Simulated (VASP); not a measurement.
# MnS (Fm-3m) in VASP: settings compared

The runs below take MnS through single point, with revPBE+D4, RPBE+D4, revPBE+D3(BJ), PBEsol.

Everything below comes from runs of VASP 6.6.1. Logs are shortened: lines on timing, memory, paths and dates and some standing lists are left out, and cuts for length are marked.

### Step 1. The cell of the first run

Symmetry: Fm-3m, No. 225, cubic system. Conventional cell: a = 4.931 Å, b = 4.931 Å, c = 4.931 Å, α = 90.00°, β = 90.00°, γ = 90.00°. Mn (site symmetry m-3m) has 6 S at 2.47 Å within 3.3 Å. Within 3.3 Å of S (site symmetry m-3m) lie 6 Mn at 2.47 Å.

### Step 2. Single point, revPBE+D4, collinear spin, ferromagnetic start

INCAR

```
PREC = Accurate
ENCUT = 520
EDIFF = 1E-6
ISMEAR = -1
SIGMA = 0.05
LREAL = F
LASPH = T
NELM = 150
ALGO = Normal
ISIF = 2
LWAVE = F
LCHARG = F
ISPIN = 2
MAGMOM = 4 0
LORBIT = 11
LMAXMIX = 4
GGA = RE
IVDW = 13
NBANDS = 20
```

KPOINTS

```
regular mesh
0
Gamma
  9 9 9
```

POSCAR

```
MnS
1.0
    0.0000000000      2.4656106202      2.4656106202
    2.4656106202      0.0000000000      2.4656106202
    2.4656106202      2.4656106202      0.0000000000
Mn S
1 1
Direct
    0.0000000000      0.0000000000      0.0000000000
    0.5000000000      0.5000000000      0.5000000000
```

Potentials or basis: VASP PAW PBE potentials, release 64 (Mn_pv, S).

On the command line:

```bash
$ cat potpaw_PBE.64/Mn_pv/POTCAR potpaw_PBE.64/S/POTCAR > POTCAR
$ mpirun -np 1 vasp_std > vasp.out
```

OUTCAR:

```text
PREC = Accurate
   ENCUT = 520
   EDIFF = 1E-6
   ISMEAR = -1
   LREAL = F
   LASPH = T
   NELM = 150
   ISIF = 2
   ISPIN = 2
   LORBIT = 11
   GGA = RE
   IVDW = 13

 ion  position               nearest neighbor table
   1  0.000  0.000  0.000-   2 2.47   2 2.47   2 2.47   2 2.47   2 2.47   2 2.47
   2  0.500  0.500  0.500-   1 2.47   1 2.47   1 2.47   1 2.47   1 2.47   1 2.47

  LATTYP: Found a face centered cubic cell.
 ALAT       =     4.9312212404

  Lattice vectors:

 A1 = (   0.0000000000,   2.4656106202,   2.4656106202)
 A2 = (   2.4656106202,   0.0000000000,   2.4656106202)
 A3 = (   2.4656106202,   2.4656106202,   0.0000000000)

Analysis of symmetry for initial positions (statically):
=====================================================================
 Subroutine PRICEL returns:
 Original cell was already a primitive cell.

 Routine SETGRP: Setting up the symmetry group for a
 face centered cubic supercell.

 Subroutine GETGRP returns: Found 48 space group operations
 (whereof 48 operations were pure point group operations)
 out of a pool of 48 trial point group operations.

The static configuration has the point symmetry O_h .

Analysis of symmetry for dynamics (positions and initial velocities):
=====================================================================
 Subroutine PRICEL returns:
 Original cell was already a primitive cell.

 Routine SETGRP: Setting up the symmetry group for a
 face centered cubic supercell.

 Subroutine GETGRP returns: Found 48 space group operations
 (whereof 48 operations were pure point group operations)
 out of a pool of 48 trial point group operations.

The dynamic configuration has the point symmetry O_h .

Analysis of structural, dynamic, and magnetic symmetry:
=====================================================================
 Subroutine PRICEL returns:
 Original cell was already a primitive cell.

 Routine SETGRP: Setting up the symmetry group for a
 face centered cubic supercell.

 Subroutine GETGRP returns: Found 48 space group operations
 (whereof 48 operations were pure point group operations)
 out of a pool of 48 trial point group operations.

The overall configuration has the point symmetry O_h .

 Subroutine INISYM returns: Found 48 space group operations
 (whereof 48 operations are pure point group operations),
 and found     1 'primitive' translations

----------------------------------------------------------------------------------------
[... 115 lines left out ...]
  Fermi-wavevector in a.u.,A,eV,Ry     =   1.406236  2.657401 26.905516  1.977500
  Thomas-Fermi vector in A             =   2.528617
   LORBIT       =     11    0 simple, 1 ext, 2 COOP (PROOUT), +10 PAW based schemes
   GGA     = RE    functional components
   LHFCALC =     F    Hartree Fock is set to
   AEXX    =    0.0000 exact exchange contribution
   IVDW    =    13    specifies the selected vdW correction
   LEPSILON=     F    determine dielectric tensor
   LRPA    =     F    only Hartree local field effects (RPA)
 spin polarized calculation
  energy-cutoff  :      520.00
  volume of cell :       29.98
 maximum number of plane-waves:       869
 NGX is ok and might be reduce to    28
   NGX = 13   NGY = 13   NGZ = 13

 number of electron      18.9999987 magnetization       4.1281981

 Free energy of the ion-electron system (eV)
  ---------------------------------------------------
  ext. energy  EPLUGINS =         0.00000000
  ---------------------------------------------------
  free energy    TOTEN  =       -13.39581261 eV

  energy without entropy =      -13.38358548  energy(sigma->0) =      -13.38969905

 E-fermi :   8.7036     XC(G=0): -11.4034

 val. band max:        8.7022923088   @ k =  -0.1111   0.1111   0.0000
 cond. band min:       8.7301124273   @ k =  -0.4444   0.2222   0.1111
 fundamental gap:      0.0278201185
 Fermi energy:         8.7036383558

 spin component 1

 k-point     1 :       0.0000    0.0000    0.0000
  band No.  band energies     occupation
      1     -41.8328      1.00000
      2     -41.8328      1.00000
      3     -41.8328      1.00000
      4      -7.1313      1.00000
      5       5.2258      1.00000
      6       5.2258      1.00000
[... 541 lines left out ...]
     19      24.3801      0.00000
     20      24.3801      0.00000

 [... further k-points ...]

 spin component 2

 k-point     1 :       0.0000    0.0000    0.0000
  band No.  band energies     occupation
      1     -37.7610      1.00000
      2     -37.7610      1.00000
      3     -37.7610      1.00000
      4      -6.8785      1.00000
      5       6.7514      1.00000
      6       6.7514      1.00000
[... 541 lines left out ...]
     19      24.9229      0.00000
     20      24.9229      0.00000

 [... further k-points ...]

------------------------ aborting loop because EDIFF is reached ----------------------------------------

  DFT-D4 for vdW energy calculation

  Edisp (eV):   -1.69352

  FORCE on cell =-STRESS in cart. coord.  units (eV):
  Direction    XX          YY          ZZ          XY          YZ          ZX
  --------------------------------------------------------------------------------------
  -------------------------------------------------------------------------------------
  Total      -0.00004    -0.00004    -0.00004     0.00000    -0.00000     0.00000
  in kB      -0.00222    -0.00222    -0.00222     0.00000    -0.00000     0.00000
  external pressure =       -0.00 kB  Pullay stress =        0.00 kB

 VOLUME and BASIS-vectors are now :
 -----------------------------------------------------------------------------
  energy-cutoff  :      520.00
  volume of cell :       29.98
      direct lattice vectors                 reciprocal lattice vectors
     0.000000000  2.465610620  2.465610620    -0.202789522  0.202789522  0.202789522
     2.465610620  0.000000000  2.465610620     0.202789522 -0.202789522  0.202789522
     2.465610620  2.465610620  0.000000000     0.202789522  0.202789522 -0.202789522

 POSITION                                       TOTAL-FORCE (eV/Angst)
 -----------------------------------------------------------------------------------
      0.00000      0.00000      0.00000         0.000000      0.000000      0.000000
      2.46561      2.46561      2.46561        -0.000000     -0.000000     -0.000000
 -----------------------------------------------------------------------------------
    total drift:                               -0.000000      0.000000      0.000000

  FREE ENERGIE OF THE ION-ELECTRON SYSTEM (eV)
  ---------------------------------------------------
  free  energy   TOTEN  =       -15.0893316061 eV

  energy  without entropy=      -15.0771044780  energy(sigma->0) =      -15.08321804

 total charge

# of ion       s       p       d       tot
------------------------------------------
    1        0.244   6.214   5.023  11.481
    2        1.330   2.437   0.000   3.768
--------------------------------------------------
tot          1.574   8.652   5.023  15.249

 magnetization (x)

# of ion       s       p       d       tot
------------------------------------------
    1        0.053   0.044   3.731   3.828
    2        0.025   0.029   0.000   0.055
--------------------------------------------------
tot          0.079   0.074   3.731   3.883
```

Wall time 46 s (1 thread of Intel Xeon Platinum 8259CL at 2.50GHz (Skylake/Cascade Lake), shared host); peak memory 0.19 GiB.

What came out:

```
Free energy                                           : -15.0893 eV
Pressure                                              : 0.0 GPa
Net moment                                            : 4.13 μB per cell
Site moments                                          : Mn +3.83; S +0.06 μB
Valence electrons inside the program's atomic spheres : Mn 11.48; S 3.77
Dispersion energy per atom                            : -0.847 eV
```

Caveat: the PAW data sets were made with another functional, which shifts forces and pressure a little; a cell with one magnetic atom can't hold antiferromagnetic order, which such compounds often take; semilocal functionals often make such compounds metallic where correlation or magnetic order opens a gap, which also shifts bond lengths; pairwise dispersion overbinds metals, which lowers pressure and volume. With open d or f shells a metallic result of revPBE can be an artefact of self-interaction; +U or a hybrid may open a gap.

### Step 3. Single point, RPBE+D4, collinear spin, ferromagnetic start

This run uses another cell than the first one, of 15.20 Å³/atom, 1.014 times its volume.

INCAR

```
PREC     = Accurate       # precision mode
ENCUT    = 520            # plane-wave cutoff, eV
EDIFF    = 1E-7           # SCF threshold, eV
ISMEAR   = -1             # smearing method
SIGMA    = 0.05           # smearing width, eV
LREAL    = False          # projectors in reciprocal space
LASPH    = True           # aspherical terms in the spheres
NELM     = 150            # most SCF steps
ALGO     = Normal         # electronic algorithm
ISIF     = 2              # what is computed and relaxed
LWAVE    = False          # write WAVECAR
LCHARG   = False          # write CHGCAR
ISPIN    = 2              # spin polarisation
MAGMOM   = 4 0            # initial moments
LORBIT   = 11             # projections on sites
LMAXMIX  = 4              # l up to which the mixer works
GGA      = RP             # functional
IVDW     = 13             # dispersion correction
NBANDS   = 20             # bands
```

KPOINTS is that of step 2.

POSCAR

```
MnS
1.0
    0.0000000000      2.4773460390      2.4773460390
    2.4773460390      0.0000000000      2.4773460390
    2.4773460390      2.4773460390      0.0000000000
Mn S
1 1
Direct
    0.0000000000      0.0000000000      0.0000000000
    0.5000000000      0.5000000000      0.5000000000
```

Potentials or basis: VASP PAW PBE potentials, release 64 (Mn_pv, S).

On the command line:

```bash
$ cat potpaw_PBE.64/Mn_pv/POTCAR potpaw_PBE.64/S/POTCAR > POTCAR
$ mpirun -np 1 vasp_std > vasp.out
```

Run time: 48 s. Hardware: 1 thread of Intel Xeon Platinum 8259CL at 2.50GHz (Skylake/Cascade Lake), shared host; peak memory 0.19 GiB.

Results (log left out):

| Item | Value |
| --- | --- |
| Free energy | -15.1920 eV |
| Pressure | -0.1 GPa |
| Net moment | 4.25 μB per cell |
| Site moments | Mn +3.92; S +0.07 μB |
| Valence electrons inside the program's atomic spheres | Mn 11.46; S 3.77 |
| Dispersion energy per atom | -0.941 eV |

Levels at points of the mesh, in eV from the Fermi level:
Spin up:
```tsv
k point	band 8	band 9	band 10	band 11	band 12	band 13	band 14	band 15	band 16	band 17
(0.00, 0.00, 0.00)	-3.39	-3.39	-2.12	-2.12	-2.12	3.00	8.87	8.87	8.87	10.83
```
Spin down:
```
           k point  band 3  band 4  band 5  band 6  band 7  band 8  band 9  band 10  band 11  band 12
(0.00, 0.00, 0.00)  -46.44  -15.47   -1.93   -1.93   -1.93   -0.14   -0.14    -0.14    -0.03    -0.03
```

Caveat: the PAW data sets were made with another functional, which shifts forces and pressure a little; a cell with one magnetic atom can't hold antiferromagnetic order, which such compounds often take; semilocal functionals often make such compounds metallic where correlation or magnetic order opens a gap, which also shifts bond lengths; pairwise dispersion overbinds metals, which lowers pressure and volume.

### Step 4. Single point, revPBE+D3(BJ), collinear spin, ferromagnetic start

This run uses another cell than the first one, of 15.82 Å³/atom, 1.055 times its volume.

INCAR

```
PREC = Accurate
ENCUT = 520
EDIFF = 1E-6
ISMEAR = -1
SIGMA = 0.05
LREAL = F
LASPH = T
NELM = 150
ALGO = Normal
ISIF = 2
LWAVE = F
LCHARG = F
ISPIN = 2
MAGMOM = 4 0
LORBIT = 11
LMAXMIX = 4
GGA = RE
IVDW = 12
NBANDS = 20
```

KPOINTS is that of step 3.

POSCAR

```
MnS
1.0
    0.0000000000      2.5103383915      2.5103383915
    2.5103383915      0.0000000000      2.5103383915
    2.5103383915      2.5103383915      0.0000000000
Mn S
1 1
Direct
    0.0000000000      0.0000000000      0.0000000000
    0.5000000000      0.5000000000      0.5000000000
```

On the command line:

```bash
$ cat potpaw_PBE.64/Mn_pv/POTCAR potpaw_PBE.64/S/POTCAR > POTCAR
$ mpirun -np 1 vasp_std > vasp.out
```

Wall time 45 s (1 thread of Intel Xeon Platinum 8259CL at 2.50GHz (Skylake/Cascade Lake), shared host); peak memory 0.2 GiB.

Results (log left out):

| Item | Value |
| --- | --- |
| Free energy | -15.2530 eV |
| Pressure | 0.0 GPa |
| Net moment | 4.42 μB per cell |
| Site moments | Mn +4.04; S +0.08 μB |
| Valence electrons inside the program's atomic spheres | Mn 11.41; S 3.76 |
| Dispersion energy per atom | -0.889 eV |

Levels at points of the mesh, in eV from the Fermi level:
Spin up:
```
           k point  band 9  band 10  band 11  band 12  band 13  band 14  band 15  band 16
(0.00, 0.00, 0.00)   -3.39    -2.07    -2.07    -2.07     2.60     8.77     8.77     8.77
```
Spin down:
```tsv
k point	band 3	band 4	band 5	band 6	band 7	band 8	band 9	band 10	band 11	band 12
(0.00, 0.00, 0.00)	-46.36	-15.15	-1.88	-1.88	-1.88	-0.01	-0.01	-0.01	0.08	0.08
```

Caveat: the PAW data sets were made with another functional, which shifts forces and pressure a little; a cell with one magnetic atom can't hold antiferromagnetic order, which such compounds often take; semilocal functionals often make such compounds metallic where correlation or magnetic order opens a gap, which also shifts bond lengths; pairwise dispersion overbinds metals, which lowers pressure and volume.

### Step 5. Single point, PBEsol, collinear spin, zero start

This run uses another cell than the first one, of 17.67 Å³/atom, 1.179 times its volume.

INCAR

```
SYSTEM = MnS
PREC     = Accurate       ! precision mode
ENCUT    = 520            ! plane-wave cutoff, eV
EDIFF    = 1E-6           ! SCF threshold, eV
ISMEAR   = -1             ! smearing method
SIGMA    = 0.05           ! smearing width, eV
LREAL    = .False.        ! projectors in reciprocal space
LASPH    = .True.         ! aspherical terms in the spheres
NELM     = 150            ! most SCF steps
ALGO     = Normal         ! electronic algorithm
ISIF     = 2              ! what is computed and relaxed
LWAVE    = .False.        ! write WAVECAR
LCHARG   = .False.        ! write CHGCAR
ISPIN    = 2              ! spin polarisation
MAGMOM   = 0 0            ! initial moments
LORBIT   = 11             ! projections on sites
NUPDOWN  = 0.0            ! fixed moment
LMAXMIX  = 4              ! l up to which the mixer works
GGA      = PS             ! functional
NBANDS   = 20             ! bands
```

KPOINTS

```
regular mesh
0
Gamma
  7 7 7
  0 0 0
```

POSCAR

```
MnS
1.0
    0.0000000000      2.6045000000      2.6045000000
    2.6045000000      0.0000000000      2.6045000000
    2.6045000000      2.6045000000      0.0000000000
Mn S
1 1
Direct
    0.0000000000      0.0000000000      0.0000000000
    0.5000000000      0.5000000000      0.5000000000
```

On the command line:

```bash
$ cat potpaw_PBE.64/Mn_pv/POTCAR potpaw_PBE.64/S/POTCAR > POTCAR
$ mpirun -np 1 vasp_std > vasp.out
```

Wall time 14 s (1 thread of Intel Xeon Platinum 8559C (Emerald Rapids), shared host); peak memory 0.17 GiB.

It converged, with:

| Quantity | Value |
| --- | --- |
| Free energy | -12.7616 eV |
| Pressure | -27.7 GPa |
| Net moment | 0.00 μB per cell |
| Valence electrons inside the program's atomic spheres | Mn 11.41; S 3.58 |

Caveat: the PAW data sets were made with another functional, which shifts forces and pressure a little; the total moment is fixed, so each spin has its own Fermi level.

### Step 6. The runs side by side

```csv
level,spin,fixed moment (μB),cell,k mesh,gap on the mesh (eV),pressure (GPa),moment (μB)
revPBE+D4,"collinear, ferromagnetic start",-,"a = 3.487 Å, angles 60.0°, 2 atoms",9 × 9 × 9,none,0.0,4.13
RPBE+D4,"collinear, ferromagnetic start",-,"a = 3.503 Å, angles 60.0°, 2 atoms",9 × 9 × 9,none,-0.1,4.25
revPBE+D3(BJ),"collinear, ferromagnetic start",-,"a = 3.550 Å, angles 60.0°, 2 atoms",9 × 9 × 9,none,0.0,4.42
PBEsol,"collinear, zero start",0.0,"a = 3.683 Å, angles 60.0°, 2 atoms",7 × 7 × 7,-,-27.7,0.00
```

Alike in all rows: task single point; potentials or basis VASP PAW PBE potentials, release 64 (Mn_pv, S); cutoff (eV) 520; smearing fermi-dirac 0.05 eV.

Caveats: the PAW data sets were made with another functional, which shifts forces and pressure a little; a cell with one magnetic atom can't hold antiferromagnetic order, which such compounds often take (some runs); semilocal functionals often make such compounds metallic where correlation or magnetic order opens a gap, which also shifts bond lengths (some runs); pairwise dispersion overbinds metals, which lowers pressure and volume (some runs); the total moment is fixed, so each spin has its own Fermi level (some runs).

Total energies depend on the potentials used, so only differences within one code and one set of settings carry meaning.
